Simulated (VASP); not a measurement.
Crystal: V.

```
V
1.0
    -1.49388    1.49388    1.49388
     1.49388   -1.49388    1.49388
     1.49388    1.49388   -1.49388
V
1
Direct
  0.00000 0.00000 0.00000
```

Base run:

* Program: VASP 6.6.1
* Functional: r2SCAN
* Potentials or basis: VASP PAW PBE potentials, release 64 (V_sv)
* Cutoff: 520 eV
* k mesh: 12 × 12 × 12
* Occupations: fermi-dirac, width 0.05 eV
* Spin: collinear spin, ferromagnetic start
* Starting moments: [2.0] μB

Its results: pressure -0.3 GPa; net moment 0.00 μB per cell.

Question: The run is repeated on the same cell with these changes: functional from r2SCAN to PBE; further incar settings from ALGO = Normal; EDIFF = 1e-07; NBANDS = 16 to ALGO = Normal; EDIFF = 1e-06; NBANDS = 16. What comes out?

Answer: Pressure 1.9 GPa; net moment 0.00 μB per cell.

Caveats: the PAW data sets were made with another functional, which shifts forces and pressure a little (some runs).
